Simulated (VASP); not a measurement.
# Cu3O2 (I4/mmm) in VASP: a series of runs

The runs below take Cu3O2 through single point, with PBE.

Everything below comes from runs of VASP 6.6.1. Logs are shortened: lines on timing, memory, paths and dates and some standing lists are left out, and cuts for length are marked.

### 1 The cell of the first run

The structure is tetragonal, space group I4/mmm (No. 139). Conventional cell: a = 3.812 Å, b = 3.812 Å, c = 7.253 Å, α = 90.00°, β = 90.00°, γ = 90.00°. Within 2.5 Å of Cu (site symmetry 4/mmm) lie 4 O at 1.91 Å. Within 2.4 Å of Cu (site symmetry -4m2) lie 2 O at 1.81 Å. Within 2.4 Å of O (site symmetry mmm) lie 4 Cu at 1.81 to 1.91 Å.

### 2 Single point, PBE

INCAR

```
SYSTEM = Cu3O2
ALGO = Normal
EDIFF = 1E-7
ENCUT = 520
GGA = PE
ISIF = 2
ISMEAR = -1
LASPH = .True.
LCHARG = .False.
LREAL = .False.
LWAVE = .False.
NBANDS = 30
NELM = 60
PREC = Accurate
SIGMA = 0.05
```

KPOINTS

```
k-points
0
Gamma
  9 9 9
  0 0 0
```

POSCAR

```
Cu3O2
1.0
   -1.9058197591      1.9058197591      3.6263036033
    1.9058197591     -1.9058197591      3.6263036033
    1.9058197591      1.9058197591     -3.6263036033
Cu O
3 2
Direct
    0.0000000000      0.0000000000      0.0000000000
    0.7500000000      0.2500000000      0.5000000000
    0.2500000000      0.7500000000      0.5000000000
    0.5000000000      0.0000000000      0.5000000000
    0.0000000000      0.5000000000      0.5000000000
```

Potentials or basis: VASP PAW PBE potentials, release 64 (Cu, O).

Command:

```bash
cat potpaw_PBE.64/Cu/POTCAR potpaw_PBE.64/O/POTCAR > POTCAR
mpirun -np 1 vasp_std > vasp.out
```

OUTCAR:

```text
SYSTEM = Cu3O2
   EDIFF = 1E-7
   ENCUT = 520
   GGA = PE
   ISIF = 2
   ISMEAR = -1
   LASPH = .True.
   LREAL = .False.
   NELM = 60
   PREC = Accurate

 ion  position               nearest neighbor table
   1  0.000  0.000  0.000-   4 1.91   5 1.91   5 1.91   4 1.91   2 2.63   3 2.63   2 2.63   3 2.63
                             2 2.63   2 2.63   3 2.63   3 2.63
   2  0.750  0.250  0.500-   4 1.81   5 1.81   1 2.63   1 2.63   1 2.63   1 2.63   3 2.70   3 2.70
                             3 2.70   3 2.70
   3  0.250  0.750  0.500-   4 1.81   5 1.81   1 2.63   1 2.63   1 2.63   1 2.63   2 2.70   2 2.70
                             2 2.70   2 2.70
   4  0.500  0.000  0.500-   2 1.81   3 1.81   1 1.91   1 1.91
   5  0.000  0.500  0.500-   2 1.81   3 1.81   1 1.91   1 1.91

  LATTYP: Found a body centered tetragonal cell.
 ALAT       =     3.8116395182
 C/A-ratio  =     1.9027526533

  Lattice vectors:

 A1 = (  -1.9058197591,   1.9058197591,   3.6263036033)
 A2 = (   1.9058197591,  -1.9058197591,   3.6263036033)
 A3 = (   1.9058197591,   1.9058197591,  -3.6263036033)

Analysis of symmetry for initial positions (statically):
=====================================================================
 Subroutine PRICEL returns:
 Original cell was already a primitive cell.

 Routine SETGRP: Setting up the symmetry group for a
 body centered tetragonal supercell.

 Subroutine GETGRP returns: Found 16 space group operations
 (whereof 16 operations were pure point group operations)
 out of a pool of 16 trial point group operations.

The static configuration has the point symmetry D_4h.

Analysis of symmetry for dynamics (positions and initial velocities):
=====================================================================
 Subroutine PRICEL returns:
 Original cell was already a primitive cell.

 Routine SETGRP: Setting up the symmetry group for a
 body centered tetragonal supercell.

 Subroutine GETGRP returns: Found 16 space group operations
 (whereof 16 operations were pure point group operations)
 out of a pool of 16 trial point group operations.

The dynamic configuration has the point symmetry D_4h.

 Subroutine INISYM returns: Found 16 space group operations
 (whereof 16 operations are pure point group operations),
 and found     1 'primitive' translations

----------------------------------------------------------------------------------------

                                     Primitive cell

  volume of cell :      52.6851

  direct lattice vectors                    reciprocal lattice vectors
    -1.905819759  1.905819759  3.626303603     0.000000000  0.262354295  0.137881450
     1.905819759 -1.905819759  3.626303603     0.262354295  0.000000000  0.137881450
     1.905819759  1.905819759 -3.626303603     0.262354295  0.262354295  0.000000000

  length of vectors
     4.518227056  4.518227056  4.518227056     0.296379943  0.296379943  0.371025003

  position of ions in fractional coordinates (direct lattice)
     0.000000000  0.000000000  0.000000000
     0.750000000  0.250000000  0.500000000
     0.250000000  0.750000000  0.500000000
     0.500000000  0.000000000  0.500000000
     0.000000000  0.500000000  0.500000000

  ion indices of the primitive-cell ions
   primitive index   ion index
                 1           1
                 2           2
                 3           3
                 4           4
                 5           5

----------------------------------------------------------------------------------------

 KPOINTS: k-points

Automatic generation of k-mesh.
 Grid dimensions read from file:
 generate k-points for:    9    9    9

 Generating k-lattice:

  Cartesian coordinates                     Fractional coordinates (reciprocal lattice)
     0.000000000  0.029150477  0.015320161     0.111111111 -0.000000000  0.000000000
     0.029150477  0.000000000  0.015320161    -0.000000000  0.111111111  0.000000000
     0.029150477  0.029150477  0.000000000     0.000000000  0.000000000  0.111111111

  Length of vectors
     0.032931105  0.032931105  0.041225000

  Shift w.r.t. Gamma in fractional coordinates (k-lattice)
     0.000000000  0.000000000  0.000000000

 Subroutine IBZKPT returns following result:
 ===========================================

 Found     75 irreducible k-points:

 Following reciprocal coordinates:
            Coordinates               Weight
  0.000000  0.000000  0.000000      1.000000
  0.111111  0.000000  0.000000      8.000000
  0.222222  0.000000  0.000000      8.000000
  0.333333  0.000000  0.000000      8.000000
  0.444444  0.000000  0.000000      8.000000
  0.111111  0.111111  0.000000      8.000000
[... 16 lines left out ...]
 -0.333333  0.333333  0.000000      4.000000
  0.444444  0.444444  0.000000      8.000000
 [... further k-points ...]
   k-points           NKPTS =     75   k-points in BZ     NKDIM =     75   number of bands    NBANDS=     30
   number of dos      NEDOS =    301   number of ions     NIONS =      5
   total plane-waves  NPLWV =  46656
   dimension x,y,z NGX =    36 NGY =   36 NGZ =   36
   dimension x,y,z NGXF=    72 NGYF=   72 NGZF=   72
   ions per type =               3   2
   NGX,Y,Z   is equivalent  to a cutoff of  13.25, 13.25, 13.25 a.u.
   NGXF,Y,Z  is equivalent  to a cutoff of  26.49, 26.49, 26.49 a.u.
 SYSTEM =  Cu3O2
   PREC   = accura    normal or accurate (medium, high low for compatibility)
   ISTART =      0    job   : 0-new  1-cont  2-samecut
   ICHARG =      2    charge: 1-file 2-atom 10-const
   ISPIN  =      1    spin polarized calculation?
   LNONCOLLINEAR =      F non collinear calculations
   LSORBIT =      F    spin-orbit coupling
   LASPH  =      T    aspherical Exc in radial PAW
   ENCUT  =  520.0 eV  38.22 Ry    6.18 a.u.   8.40  8.40  8.40*2*pi/ulx,y,z
   NELM   =     60;   NELMIN=  2; NELMDL= -5     # of ELM steps
   EDIFF  = 0.1E-06   stopping-criterion for ELM
   LREAL  =      F    real-space projection
   EDIFFG = 0.1E-05   stopping-criterion for IOM
   NSW    =      0    number of steps for IOM
   IBRION =     -1    ionic relax: 0-MD 1-quasi-New 2-CG
   NFREE  =      0    steps in history (QN), initial steepest desc. (CG)
   ISIF   =      2    stress and relaxation
   ISYM   =      2    0-nonsym 1-usesym 2-fastsym
   POTIM  = 0.5000    time-step for ionic-motion
   TEBEG  =    0.0;   TEEND  =   0.0 temperature during run
   PSTRESS=    0.0 pullay stress
   NELECT =      45.0000    total number of electrons
   NUPDOWN=      -1.0000    fix difference up-down
   EMIN   =  10.00;   EMAX   =-10.00  energy-range for DOS
   EFERMI =   0.00;   METHOD = LEGACY
   ISMEAR =    -1;   SIGMA  =   0.05  broadening in eV -4-tet -1-fermi 0-gaus
   EFERMI_NEDOS =   21; number of points for ismear=-14 and -15
   IALGO  =     38    algorithm
   IMIX   =      4    mixing-type and parameters
     AMIX     =   0.40;   BMIX     =  1.00
     AMIX_MAG =   1.60;   BMIX_MAG =  1.00
  volume/ion in A,a.u.               =      10.54        71.11
  Fermi-wavevector in a.u.,A,eV,Ry     =   1.553280  2.935273 32.826485  2.412679
  Thomas-Fermi vector in A             =   2.657534
   LORBIT       =      0    0 simple, 1 ext, 2 COOP (PROOUT), +10 PAW based schemes
   GGA     = PE    functional components
   LHFCALC =     F    Hartree Fock is set to
   AEXX    =    0.0000 exact exchange contribution
   IVDW    =     0    specifies the selected vdW correction
   LEPSILON=     F    determine dielectric tensor
   LRPA    =     F    only Hartree local field effects (RPA)
 non-spin polarized calculation
  energy-cutoff  :      520.00
  volume of cell :       52.69
 maximum number of plane-waves:      1446
 NGX is ok and might be reduce to    36
   NGX = 17   NGY = 17   NGZ = 17

 number of electron      45.0000021 magnetization

 Free energy of the ion-electron system (eV)
  ---------------------------------------------------
  ext. energy  EPLUGINS =         0.00000000
  ---------------------------------------------------
  free energy    TOTEN  =       -22.24492396 eV

  energy without entropy =      -22.23106749  energy(sigma->0) =      -22.23799573

 E-fermi :   5.9863     XC(G=0): -11.9323

 val. band max:        5.9603762838   @ k =   0.1111   0.1111   0.1111
 cond. band min:       6.0344068339   @ k =  -0.3333  -0.3333   0.1111
 fundamental gap:      0.0740305500
 Fermi energy:         5.9863467014

 k-point     1 :       0.0000    0.0000    0.0000
  band No.  band energies     occupation
      1     -14.1260      2.00000
      2     -12.5107      2.00000
      3      -1.1031      2.00000
      4      -0.3946      2.00000
      5      -0.3946      2.00000
      6       0.1996      2.00000
[... 22 lines left out ...]
     29      16.9995      0.00000
     30      17.5425      0.00000

 k-point     2 :       0.1111    0.0000    0.0000
  band No.  band energies     occupation
      1     -14.0680      2.00000
      2     -12.5455      2.00000
      3      -1.0991      2.00000
      4      -0.5285      2.00000
      5      -0.3420      2.00000
      6       0.0257      2.00000
[... 22 lines left out ...]
     29      16.8002      0.00000
     30      18.1752      0.00000

 k-point     3 :       0.2222    0.0000    0.0000
  band No.  band energies     occupation
      1     -13.9042      2.00000
      2     -12.6499      2.00000
      3      -1.0860      2.00000
      4      -0.8641      2.00000
      5      -0.2453      2.00000
      6      -0.1882      2.00000
[... 22 lines left out ...]
     29      17.1288      0.00000
     30      18.3346      0.00000

 k-point     4 :       0.3333    0.0000    0.0000
  band No.  band energies     occupation
      1     -13.6635      2.00000
      2     -12.8222      2.00000
      3      -1.2370      2.00000
      4      -1.0618      2.00000
      5      -0.4873      2.00000
      6       0.0510      2.00000
[... 22 lines left out ...]
     29      16.9934      0.00000
     30      17.3174      0.00000

 k-point     5 :       0.4444    0.0000    0.0000
  band No.  band energies     occupation
      1     -13.4010      2.00000
      2     -13.0394      2.00000
      3      -1.4718      2.00000
      4      -1.0373      2.00000
      5      -0.6350      2.00000
      6       0.3152      2.00000
[... 22 lines left out ...]
     29      15.6731      0.00000
     30      17.4729      0.00000
[... 526 lines left out ...]
     29      16.8767      0.00000
     30      18.7259      0.00000

 k-point    22 :      -0.4444    0.3333    0.0000
  band No.  band energies     occupation
      1     -13.3421      2.00000
      2     -12.8510      2.00000
      3      -2.0764      2.00000
      4      -1.8000      2.00000
      5      -0.5976      2.00000
      6      -0.3329      2.00000
[... 22 lines left out ...]
     29      16.6223      0.00000
     30      17.7036      0.00000

 k-point    23 :      -0.3333    0.3333    0.0000
  band No.  band energies     occupation
      1     -13.4913      2.00000
      2     -12.7687      2.00000
      3      -1.8565      2.00000
      4      -1.7324      2.00000
      5      -0.5598      2.00000
      6      -0.1254      2.00000
[... 22 lines left out ...]
     29      16.3990      0.00000
     30      17.3871      0.00000

 k-point    24 :       0.4444    0.4444    0.0000
  band No.  band energies     occupation
      1     -13.2269      2.00000
      2     -12.8921      2.00000
      3      -2.3065      2.00000
      4      -1.8897      2.00000
      5      -0.6773      2.00000
      6      -0.5436      2.00000
[... 22 lines left out ...]
     29      16.8355      0.00000
     30      17.7404      0.00000

 [... further k-points ...]
[... 5 lines left out ...]
  --------------------------------------------------------------------------------------
  -------------------------------------------------------------------------------------
  Total        6.7870514      6.7870514      7.1941987      0.0000000     -0.0000000      0.0000000
  in kB      206.3972565    206.3972565    218.7787861      0.0000000     -0.0000000      0.0000000
  external PRESSURE =     210.5244330 kB  Pullay stress =       0.0000000 kB

 VOLUME and BASIS-vectors are now :
 -----------------------------------------------------------------------------
  energy-cutoff  :      520.00
  volume of cell :       52.69
      direct lattice vectors                 reciprocal lattice vectors
    -1.905819759  1.905819759  3.626303603     0.000000000  0.262354295  0.137881450
     1.905819759 -1.905819759  3.626303603     0.262354295  0.000000000  0.137881450
     1.905819759  1.905819759 -3.626303603     0.262354295  0.262354295  0.000000000

 POSITION                                       TOTAL-FORCE (eV/Angst)
 -----------------------------------------------------------------------------------
      0.00000      0.00000      0.00000         0.000000     -0.000000     -0.000000
      0.00000      1.90582      1.81315        -0.000000      0.000000     -0.000000
      1.90582      0.00000      1.81315         0.000000      0.000000      0.000000
      0.00000      1.90582      0.00000         0.000000     -0.000000     -0.000000
      1.90582      0.00000      0.00000         0.000000     -0.000000     -0.000000
 -----------------------------------------------------------------------------------
    total drift:                                0.000000      0.000000      0.000000

  FREE ENERGIE OF THE ION-ELECTRON SYSTEM (eV)
  ---------------------------------------------------
  free  energy   TOTEN  =       -22.2449239628 eV

  energy  without entropy=      -22.2310674927  energy(sigma->0) =      -22.23799573
```

Wall time 5.1 min (1 thread of AMD EPYC 7R43 (Zen 3), shared host); peak memory 0.22 GiB.

Results:

```yaml
Free_energy: -22.2449 eV
Pressure: 21.1 GPa
Band_gap_on_the_k_mesh: zero (an odd number of electrons rules out a gap without spin polarisation)
```

Stress tensor (GPa, compression positive):
```
20.64  0.00  0.00
 0.00 20.64  0.00
 0.00  0.00 21.88
```

Caveat: the cell stands under pressure; an odd number of electrons without spin polarisation forces a metal; a magnetic or distorted state may lie lower. With open d or f shells a metallic result of PBE can be an artefact of self-interaction; +U or a hybrid may open a gap.

### 3 Single point, PBE

This run uses another cell than the first one, of 11.17 Å³/atom.

INCAR

```
SYSTEM = Cu3O2
PREC = Accurate
ENCUT = 520
EDIFF = 1E-6
ISMEAR = -1
SIGMA = 0.05
LREAL = .FALSE.
LASPH = .TRUE.
NELM = 100
ALGO = Normal
ISIF = 2
LWAVE = .FALSE.
LCHARG = .FALSE.
GGA = PE
NBANDS = 30
```

KPOINTS

```
regular mesh
0
G
  9 9 9
  0 0 0
```

POSCAR, as its differences from that of step 2:

```diff
@@ -2,5 +2,5 @@
 1.0
-   -1.9058197591      1.9058197591      3.6263036033
-    1.9058197591     -1.9058197591      3.6263036033
-    1.9058197591      1.9058197591     -3.6263036033
+   -1.9555835172      1.9555835172      3.6497461481
+    1.9555835172     -1.9555835172      3.6497461481
+    1.9555835172      1.9555835172     -3.6497461481
 Cu O
```

Potentials or basis: VASP PAW PBE potentials, release 64 (Cu, O).

Command:

```bash
cat potpaw_PBE.64/Cu/POTCAR potpaw_PBE.64/O/POTCAR > POTCAR
mpirun -np 1 vasp_std > vasp.out
```

Run time: 4.8 min. Hardware: 1 thread of AMD EPYC 7R43 (Zen 3), shared host; peak memory 0.21 GiB.

Results (log left out):

```yaml
Free_energy: -22.5518 eV
Pressure: 10.9 GPa
Band_gap_on_the_k_mesh: zero (an odd number of electrons rules out a gap without spin polarisation)
```

Stress tensor (GPa, compression positive):
```
10.47  0.00  0.00
 0.00 10.47  0.00
 0.00  0.00 11.72
```

Levels at points of the mesh, in eV from the Fermi level:
```
           k point  band 20  band 21  band 22  band 23  band 24  band 25  band 26  band 27
(0.00, 0.00, 0.00)    -1.55    -0.98    -0.98     0.44     0.49     5.23     5.23     7.37
```

Caveat: the cell stands under pressure; an odd number of electrons without spin polarisation forces a metal; a magnetic or distorted state may lie lower. With open d or f shells a metallic result of PBE can be an artefact of self-interaction; +U or a hybrid may open a gap.
